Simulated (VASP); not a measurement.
Wanted: the native input for a VASP 6.6.1 run.

- Task: single point
- Functional: PBE
- Potentials or basis: VASP PAW PBE potentials, release 64 (Rb_sv, Br)
- Cutoff: 520 eV
- k mesh: 2 × 2 × 2
- Occupations: gaussian, width 0.1 eV
- Spin: no spin polarisation
- Dipole correction: no
- Further INCAR settings: ALGO = Normal; EDIFF = 1e-06; NBANDS = 38

The structure of Rb4Br3 lies in POSCAR:

```
Rb4Br3
1.0
    7.2853733534      0.0000000000      0.0000000000
    0.0000000000      7.2853733534      0.0000000000
    0.0000000000      0.0000000000      7.2853733534
Rb Br
4 3
Direct
    0.5000000000      0.0000000000      0.0000000000
    0.0000000000      0.5000000000      0.0000000000
    0.0000000000      0.0000000000      0.5000000000
    0.0000000000      0.0000000000      0.0000000000
    0.0000000000      0.5000000000      0.5000000000
    0.5000000000      0.0000000000      0.5000000000
    0.5000000000      0.5000000000      0.0000000000
```

The input as run:

INCAR

```
SYSTEM = Rb4Br3
  PREC = Accurate
  ENCUT = 520
  EDIFF = 1E-6
  ISMEAR = 0
  SIGMA = 0.1
  LREAL = .False.
  LASPH = .True.
  NELM = 60
  ALGO = Normal
  ISIF = 2
  LWAVE = .False.
  LCHARG = .True.
  GGA = PE
  LELF = .True.
  LVHAR = .True.
  NBANDS = 38
```

KPOINTS

```
Automatic mesh
0
Gamma
  2 2 2
  0 0 0
```

Potentials or basis: VASP PAW PBE potentials, release 64 (Rb_sv, Br).

Command:

```bash
$ cat potpaw_PBE.64/Rb_sv/POTCAR potpaw_PBE.64/Br/POTCAR > POTCAR
$ mpirun -np 1 vasp_std > vasp.out
```

It gave:

The pressure is -0.1 GPa.

Caveat: the k points lie up to 0.43 Å⁻¹ apart; an odd number of electrons without spin polarisation forces a metal; a magnetic or distorted state may lie lower.

Run time: 100 s on 1 thread of Intel(R) Xeon(R) Platinum 8488C (Sapphire Rapids) (shared host), peak memory 0.36 GiB.
